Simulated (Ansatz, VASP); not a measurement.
**Two plane-wave programs on BP**

File INCAR:

```
SYSTEM = BP
ALGO = Normal
EDIFF = 1E-6
ENCUT = 500
GGA = PE
GGA_COMPAT = .False.
ISIF = 2
ISMEAR = -1
LASPH = .True.
LCHARG = .False.
LREAL = .False.
LWAVE = .False.
NBANDS = 26
NELM = 120
PREC = Accurate
SIGMA = 0.01
```

The input KPOINTS:

```
k-points
0
Gamma
  3 3 3
  0 0 0
```

File POSCAR:

```
BP
1.0
    4.5480984033      0.0000000000      0.0000000000
    0.0000000000      0.0000000000     -4.5480984033
    0.0000000000      4.5480984033      0.0000000000
B P
4 4
Direct
    0.0000000000      0.0000000000      0.0000000000
    0.0000000000      0.5000000000      0.5000000000
    0.5000000000      0.0000000000      0.5000000000
    0.5000000000      0.5000000000      0.0000000000
    0.2500000000      0.2500000000      0.2500000000
    0.2500000000      0.7500000000      0.7500000000
    0.7500000000      0.2500000000      0.7500000000
    0.7500000000      0.7500000000      0.2500000000
```

Input for Ansatz:

```yaml
crystal:
  lattice:
    - [4.548098403333, 0.0, 0.0]
    - [0.0, 0.0, -4.548098403333]
    - [0.0, 4.548098403333, 0.0]
  atoms:
    - { symbol: B, position: [0.0, 0.0, 0.0] }
    - { symbol: B, position: [0.0, 0.5, 0.5] }
    - { symbol: B, position: [0.5, 0.0, 0.5] }
    - { symbol: B, position: [0.5, 0.5, 0.0] }
    - { symbol: P, position: [0.25, 0.25, 0.25] }
    - { symbol: P, position: [0.25, 0.75, 0.75] }
    - { symbol: P, position: [0.75, 0.25, 0.75] }
    - { symbol: P, position: [0.75, 0.75, 0.25] }
basis:
  ecutwfc: 420.0
  ecutrho_ratio: 4
  xc_grid: 2
  fft_grid_basis: typed
  precision: f64
kpoints:
  mp_grid: { grid: [3, 3, 3] }
hamiltonian:
  pseudopotentials: { kind: paw, azcp: { folder: soft_1 } }
scf:
  max_iter: 60
  self_checks: high
  occupations: { method: fermi_dirac, width: 0.01 }
output:
  forces: true
checkpoint:
  write: "../host.point.run"
  compress: false
  write_wavefunctions: true
  write_every: 100000
```

Alike in both runs: task single point; functional PBE; k mesh 3 × 3 × 3; occupations fermi-dirac, width 0.01 eV; no spin polarisation.

|  | VASP | Ansatz |
| --- | --- | --- |
| version | VASP 6.6.1 | Ansatz 0.2.0 |
| potentials or method | VASP PAW PBE potentials, release 64 (B, P), cutoff 500 eV | plane-wave PAW DFT |
| valence electrons in the cell | 32 | 32 |

```tsv
	VASP	Ansatz	Ansatz less VASP
gap on the k mesh at the Fermi level (eV)	1.34	1.34	+0.004
```

The k mesh is coarse, so the values compare programs but aren't converged.
